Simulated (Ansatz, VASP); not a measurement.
Given: the input of a run of VASP 6.6.1 on GaSb3.

Contents of INCAR:

```
SYSTEM = GaSb3
  PREC = Accurate
  ENCUT = 500
  EDIFF = 1E-6
  ISMEAR = -1
  SIGMA = 0.05
  LREAL = .False.
  LASPH = .True.
  NELM = 120
  ALGO = Normal
  ISIF = 2
  LWAVE = .False.
  LCHARG = .False.
  GGA = PE
  NBANDS = 22
  GGA_COMPAT = .False.
```

Contents of KPOINTS:

```
Automatic mesh
0
Gamma
  6 6 6
  0 0 0
```

The input POSCAR:

```
GaSb3
1.0
    0.0000000000      3.7055566952      3.7055566952
    3.7055566952      0.0000000000      3.7055566952
    3.7055566952      3.7055566952      0.0000000000
Sb Ga
3 1
Direct
    0.5000000000      0.5000000000      0.5000000000
    0.7500000000      0.7500000000      0.7500000000
    0.2500000000      0.2500000000      0.2500000000
    0.0000000000      0.0000000000      0.0000000000
```

Potentials or basis: VASP PAW PBE potentials, release 64 (Sb, Ga_d).

The run is started by

```bash
$ cat potpaw_PBE.64/Sb/POTCAR potpaw_PBE.64/Ga_d/POTCAR > POTCAR
$ mpirun -np 1 vasp_std > vasp.out
```

**Question.** Translate it to Ansatz 0.2.0. Potentials there: Ansatz PAW.

**Answer.** As run (the cutoff follows the program's own potentials):

Contents of input.yaml:

```yaml
crystal:
  lattice:
    - [0.0, 3.7055566952, 3.7055566952]
    - [3.7055566952, 0.0, 3.7055566952]
    - [3.7055566952, 3.7055566952, 0.0]
  atoms:
    - { symbol: Sb, position: [0.5, 0.5, 0.5] }
    - { symbol: Sb, position: [0.75, 0.75, 0.75] }
    - { symbol: Sb, position: [0.25, 0.25, 0.25] }
    - { symbol: Ga, position: [0.0, 0.0, 0.0] }
hamiltonian:
  xc: pbe
  pseudopotentials: { kind: paw }
kpoints:
  mp_grid: { grid: [6, 6, 6] }
scf:
  occupations: { method: fermi_dirac, width: 0.05 }
output:
  forces: true
  stress: true
  eigenvalues: true
```

Potentials or basis: Ansatz PAW.

Launch:

```sh
$ ansatz run input.yaml --threads 2 --pin off --max-ram 5632MiB --backend cpu --events-out ev --progress --plain --runs-dir out
```

Both were run:

|  | VASP | Ansatz | Ansatz less VASP |
| --- | --- | --- | --- |
| gap on the k mesh at the Fermi level (eV) | none | none | - |
| pressure (GPa) | 0.4 | 0.5 | +0.09 |

A gap of «none» marks a metal or a gap that the smearing closes. VASP's potentials hold 28 valence electrons a cell and Ansatz's 58, so a difference there can come from the potentials and not from the codes.

Neither program's run includes spin-orbit coupling.
